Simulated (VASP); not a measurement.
# Pt (Fm-3m) in VASP: relaxation of cell and atoms with LDA

Aim: the relaxation of cell and atoms of Pt with LDA.

Everything below comes from runs of VASP 6.6.1. Logs are shortened: lines on timing, memory, paths and dates and some standing lists are left out, and cuts for length are marked.

## 1. The cell of the first run

The structure is cubic, space group Fm-3m (No. 225). The conventional cell has a = 3.970 Å, b = 3.970 Å, c = 3.970 Å, α = 90.00°, β = 90.00°, γ = 90.00°. Pt (site symmetry m-3m) has 12 Pt at 2.81 Å within 3.7 Å.

## 2. Relaxation of cell and atoms, LDA

Input file INCAR:

```
SYSTEM = Pt
ALGO     = Normal         ! electronic algorithm
EDIFF    = 1E-7           ! SCF threshold, eV
EDIFFG   = -0.005         ! ionic threshold
ENCUT    = 570            ! plane-wave cutoff, eV
GGA_COMPAT= .False.      
IBRION   = 2              ! ionic algorithm
ISIF     = 3              ! what is computed and relaxed
ISMEAR   = 0              ! smearing method
LASPH    = .True.         ! aspherical terms in the spheres
LCHARG   = .False.        ! write CHGCAR
LREAL    = .False.        ! projectors in reciprocal space
LWAVE    = .False.        ! write WAVECAR
NELM     = 120            ! most SCF steps
NELMIN   = 4            
NSW      = 70             ! ionic steps
PREC     = Accurate       ! precision mode
SIGMA    = 0.1            ! smearing width, eV
```

Input file KPOINTS:

```
k-points
0
Gamma
  18 18 18
  0 0 0
```

Input file POSCAR:

```
Pt
1.0
    0.0000000000      1.9850569795      1.9850569795
    1.9850569795      0.0000000000      1.9850569795
    1.9850569795      1.9850569795      0.0000000000
Pt
1
Direct
    0.0000000000      0.0000000000      0.0000000000
```

Potentials or basis: VASP PAW LDA potentials, release 64 (Pt_sv_GW).

Run with:

```
cat potpaw_LDA.64/Pt_sv_GW/POTCAR > POTCAR
mpirun -np 1 vasp_std > vasp.out
```

OUTCAR:

```text
SYSTEM = Pt
   EDIFF = 1E-7
   EDIFFG = -0.005
   ENCUT = 570
   IBRION = 2
   ISIF = 3
   ISMEAR = 0
   LASPH = .True.
   LREAL = .False.
   NELM = 120
   NELMIN = 4
   NSW = 70
   PREC = Accurate

 ion  position               nearest neighbor table
   1  0.000  0.000  0.000-

  LATTYP: Found a face centered cubic cell.
 ALAT       =     3.9701139590

  Lattice vectors:

 A1 = (   0.0000000000,   1.9850569795,   1.9850569795)
 A2 = (   1.9850569795,   0.0000000000,   1.9850569795)
 A3 = (   1.9850569795,   1.9850569795,   0.0000000000)

Analysis of symmetry for initial positions (statically):
=====================================================================
 Subroutine PRICEL returns:
 Original cell was already a primitive cell.

 Routine SETGRP: Setting up the symmetry group for a
 face centered cubic supercell.

 Subroutine GETGRP returns: Found 48 space group operations
 (whereof 48 operations were pure point group operations)
 out of a pool of 48 trial point group operations.

The static configuration has the point symmetry O_h .

Analysis of symmetry for dynamics (positions and initial velocities):
=====================================================================
 Subroutine PRICEL returns:
 Original cell was already a primitive cell.

 Routine SETGRP: Setting up the symmetry group for a
 face centered cubic supercell.

 Subroutine GETGRP returns: Found 48 space group operations
 (whereof 48 operations were pure point group operations)
 out of a pool of 48 trial point group operations.

The dynamic configuration has the point symmetry O_h .

 Subroutine INISYM returns: Found 48 space group operations
 (whereof 48 operations are pure point group operations),
 and found     1 'primitive' translations

----------------------------------------------------------------------------------------

                                     Primitive cell

  volume of cell :      15.6440

  direct lattice vectors                    reciprocal lattice vectors
     0.000000000  1.985056979  1.985056979    -0.251881938  0.251881938  0.251881938
     1.985056979  0.000000000  1.985056979     0.251881938 -0.251881938  0.251881938
     1.985056979  1.985056979  0.000000000     0.251881938  0.251881938 -0.251881938

  length of vectors
     2.807294502  2.807294502  2.807294502     0.436272315  0.436272315  0.436272315

  position of ions in fractional coordinates (direct lattice)
     0.000000000  0.000000000  0.000000000

  ion indices of the primitive-cell ions
   primitive index   ion index
                 1           1

----------------------------------------------------------------------------------------

 KPOINTS: k-points

Automatic generation of k-mesh.
 Grid dimensions read from file:
 generate k-points for:   18   18   18

 Generating k-lattice:

  Cartesian coordinates                     Fractional coordinates (reciprocal lattice)
    -0.013993441  0.013993441  0.013993441     0.055555556  0.000000000  0.000000000
     0.013993441 -0.013993441  0.013993441     0.000000000  0.055555556  0.000000000
     0.013993441  0.013993441 -0.013993441     0.000000000  0.000000000  0.055555556

  Length of vectors
     0.024237351  0.024237351  0.024237351

  Shift w.r.t. Gamma in fractional coordinates (k-lattice)
     0.000000000  0.000000000  0.000000000

 Subroutine IBZKPT returns following result:
 ===========================================

 Found    195 irreducible k-points:

 Following reciprocal coordinates:
            Coordinates               Weight
  0.000000  0.000000  0.000000      1.000000
  0.055556  0.000000  0.000000      8.000000
  0.111111  0.000000  0.000000      8.000000
  0.166667  0.000000  0.000000      8.000000
  0.222222  0.000000  0.000000      8.000000
  0.277778  0.000000  0.000000      8.000000
[... 16 lines left out ...]
 -0.277778  0.055556  0.000000     24.000000
 -0.222222  0.055556  0.000000     24.000000
 [... further k-points ...]
   k-points           NKPTS =    195   k-points in BZ     NKDIM =    195   number of bands    NBANDS=     13
   number of dos      NEDOS =    301   number of ions     NIONS =      1
   total plane-waves  NPLWV =  13824
   dimension x,y,z NGX =    24 NGY =   24 NGZ =   24
   dimension x,y,z NGXF=    48 NGYF=   48 NGZF=   48
   ions per type =               1
   NGX,Y,Z   is equivalent  to a cutoff of  14.21, 14.21, 14.21 a.u.
   NGXF,Y,Z  is equivalent  to a cutoff of  28.43, 28.43, 28.43 a.u.
 SYSTEM =  Pt
   PREC   = accura    normal or accurate (medium, high low for compatibility)
   ISTART =      0    job   : 0-new  1-cont  2-samecut
   ICHARG =      2    charge: 1-file 2-atom 10-const
   ISPIN  =      1    spin polarized calculation?
   LNONCOLLINEAR =      F non collinear calculations
   LSORBIT =      F    spin-orbit coupling
   LASPH  =      T    aspherical Exc in radial PAW
   ENCUT  =  570.0 eV  41.89 Ry    6.47 a.u.   5.46  5.46  5.46*2*pi/ulx,y,z
   NELM   =    120;   NELMIN=  4; NELMDL= -5     # of ELM steps
   EDIFF  = 0.1E-06   stopping-criterion for ELM
   LREAL  =      F    real-space projection
   EDIFFG = -.5E-02   stopping-criterion for IOM
   NSW    =     70    number of steps for IOM
   IBRION =      2    ionic relax: 0-MD 1-quasi-New 2-CG
   NFREE  =      1    steps in history (QN), initial steepest desc. (CG)
   ISIF   =      3    stress and relaxation
   ISYM   =      2    0-nonsym 1-usesym 2-fastsym
   POTIM  = 0.5000    time-step for ionic-motion
   TEBEG  =    0.0;   TEEND  =   0.0 temperature during run
   PSTRESS=    0.0 pullay stress
   NELECT =      18.0000    total number of electrons
   NUPDOWN=      -1.0000    fix difference up-down
   EMIN   =  10.00;   EMAX   =-10.00  energy-range for DOS
   EFERMI =   0.00;   METHOD = LEGACY
   ISMEAR =     0;   SIGMA  =   0.10  broadening in eV -4-tet -1-fermi 0-gaus
   EFERMI_NEDOS =   21; number of points for ismear=-14 and -15
   IALGO  =     38    algorithm
   IMIX   =      4    mixing-type and parameters
     AMIX     =   0.40;   BMIX     =  1.00
     AMIX_MAG =   1.60;   BMIX_MAG =  1.00
  volume/ion in A,a.u.               =      15.64       105.57
  Fermi-wavevector in a.u.,A,eV,Ry     =   1.715468  3.241765 40.039652  2.942831
  Thomas-Fermi vector in A             =   2.792835
   LORBIT       =      0    0 simple, 1 ext, 2 COOP (PROOUT), +10 PAW based schemes
   GGA     = CA    functional components
   LHFCALC =     F    Hartree Fock is set to
   AEXX    =    0.0000 exact exchange contribution
   IVDW    =     0    specifies the selected vdW correction
   LEPSILON=     F    determine dielectric tensor
   LRPA    =     F    only Hartree local field effects (RPA)
 conjugate gradient relaxation of ions
 non-spin polarized calculation
 Gauss-broadening in eV      SIGMA  =   0.10
  energy-cutoff  :      570.00
  volume of cell :       15.64
 maximum number of plane-waves:       531
 NGX is ok and might be reduce to    24
   NGX = 11   NGY = 11   NGZ = 11

--------------------------------------- Ionic step        1  -------------------------------------------

 number of electron      18.0000000 magnetization

 Free energy of the ion-electron system (eV)
  ---------------------------------------------------
  ext. energy  EPLUGINS =         0.00000000
  ---------------------------------------------------
  free energy    TOTEN  =        -7.28688351 eV

  energy without entropy =       -7.27557535  energy(sigma->0) =       -7.28122943

 E-fermi :   9.8045     XC(G=0): -14.1381

 val. band max:        9.8037058317   @ k =   0.3889   0.3333   0.0556
 cond. band min:       9.8174180246   @ k =   0.5000   0.5000   0.0000
 fundamental gap:      0.0137121929
 Fermi energy:         9.8044973890

 k-point     1 :       0.0000    0.0000    0.0000
  band No.  band energies     occupation
      1     -88.3526      2.00000
      2     -42.5503      2.00000
      3     -42.5503      2.00000
      4     -42.5503      2.00000
      5       0.0075      2.00000
      6       6.2215      2.00000
      7       6.2215      2.00000
      8       6.2215      2.00000
      9       8.2732      2.00000
     10       8.2732      2.00000
     11      24.5683      0.00000
     12      29.2569      0.00000
     13      29.2569      0.00000
[... 353 lines left out ...]
 k-point    24 :      -0.2222    0.0556    0.0000
  band No.  band energies     occupation
      1     -88.3367      2.00000
      2     -42.7470      2.00000
      3     -42.5916      2.00000
      4     -42.5736      2.00000
      5       1.9966      2.00000
      6       5.7700      2.00000
      7       6.6014      2.00000
      8       6.6634      2.00000
      9       8.0923      2.00000
     10       8.7316      2.00000
     11      23.3019      0.00000
     12      26.3005      0.00000
     13      30.4534      0.00000

 [... further k-points ...]
[... 5 lines left out ...]
  --------------------------------------------------------------------------------------
  -------------------------------------------------------------------------------------
  Total       -1.5379293     -1.5379293     -1.5379293     -0.0000000      0.0000000     -0.0000000
  in kB     -157.5063376   -157.5063376   -157.5063376     -0.0000000      0.0000000     -0.0000000
  external PRESSURE =    -157.5063376 kB  Pullay stress =       0.0000000 kB
[... 195 lines left out ...]
  energy  without entropy=       -7.3228381388  energy(sigma->0) =       -7.32800995

--------------------------------------- Ionic step        7  -------------------------------------------

 number of electron      18.0000000 magnetization

 Free energy of the ion-electron system (eV)
  ---------------------------------------------------
  ext. energy  EPLUGINS =         0.00000000
  ---------------------------------------------------
  free energy    TOTEN  =        -7.33318464 eV

  energy without entropy =       -7.32284844  energy(sigma->0) =       -7.32801654

 E-fermi :  10.8809     XC(G=0): -14.5144

 val. band max:       10.8756474644   @ k =  -0.3333   0.3889   0.1111
 cond. band min:      10.9001956740   @ k =  -0.4444   0.2778   0.0556
 fundamental gap:      0.0245482096
 Fermi energy:        10.8809322448

 k-point     1 :       0.0000    0.0000    0.0000
  band No.  band energies     occupation
      1     -87.4946      2.00000
      2     -41.6514      2.00000
      3     -41.6514      2.00000
      4     -41.6514      2.00000
      5       0.4378      2.00000
      6       6.9401      2.00000
      7       6.9401      2.00000
      8       6.9401      2.00000
      9       9.1960      2.00000
     10       9.1960      2.00000
     11      25.4928      0.00000
     12      30.5072      0.00000
     13      30.5072      0.00000
[... 353 lines left out ...]
 k-point    24 :      -0.2222    0.0556    0.0000
  band No.  band energies     occupation
      1     -87.4743      2.00000
      2     -41.8983      2.00000
      3     -41.7032      2.00000
      4     -41.6808      2.00000
      5       2.5209      2.00000
      6       6.4428      2.00000
      7       7.3506      2.00000
      8       7.4189      2.00000
      9       8.9851      2.00000
     10       9.6940      2.00000
     11      24.7122      0.00000
     12      27.5119      0.00000
     13      32.1490      0.00000

 [... further k-points ...]
[... 5 lines left out ...]
  --------------------------------------------------------------------------------------
  -------------------------------------------------------------------------------------
  Total       -0.0000346     -0.0000346     -0.0000346      0.0000000     -0.0000000      0.0000000
  in kB       -0.0037541     -0.0037541     -0.0037541      0.0000000     -0.0000000      0.0000000
  external PRESSURE =      -0.0037541 kB  Pullay stress =       0.0000000 kB
[... 16 lines left out ...]
  FREE ENERGIE OF THE ION-ELECTRON SYSTEM (eV)
  ---------------------------------------------------
  free  energy   TOTEN  =        -7.3331846432 eV

  energy  without entropy=       -7.3228484394  energy(sigma->0) =       -7.32801654

 reached required accuracy - stopping structural energy minimisation
```

Wall time 65 s (1 thread of Intel Xeon 6975P-C (Granite Rapids), shared host); peak memory 0.19 GiB.

What came out:

```yaml
Free_energy: -7.3332 eV
Relaxed_volume: 14.76 Å³/atom
Relaxed_cell: a = 2.753 Å, b = 2.753 Å, c = 2.753 Å, α = 60.00°, β = 60.00°, γ = 60.00°
Space_group_after_relaxing_to_0.1_Å: Fm-3m (No. 225)
Energy_gained_by_relaxing: 46.3 meV/atom
Ionic_steps: 7
Pressure_after_relaxing: 0.0 GPa
Band_gap_on_the_k_mesh: zero (bands 9 and 10 overlap by 2.31 eV)
```

Step by step:
| step | energy change (eV) | largest force (eV/Å) | pressure (GPa) | volume (Å³) |
| --- | --- | --- | --- | --- |
| 1 | 0.0000 | 0.0000 | -15.75 | 15.64 |
| 2 | 0.4717 | 0.0000 | 84.39 | 12.41 |
| 3 | -0.0461 | 0.0000 | -1.24 | 14.82 |
| 4 | -0.0463 | 0.0000 | -0.31 | 14.77 |
| 5 | -0.0463 | 0.0000 | 0.05 | 14.75 |
| 6 | -0.0463 | 0.0000 | -0.14 | 14.76 |
| 7 | -0.0463 | 0.0000 | 0.00 | 14.76 |

Final structure:
```
CELL_PARAMETERS angstrom
0.00000 1.94680 1.94680
1.94680 0.00000 1.94680
1.94680 1.94680 0.00000
ATOMIC_POSITIONS crystal
Pt 0.00000 0.00000 0.00000
```

Caveat: spin-orbit coupling is left out, which moves the levels of the heavy elements. Zero-point motion and thermal expansion aren't in these numbers.

The gap in the log of VASP goes by the Fermi energy; the results here count the filled bands.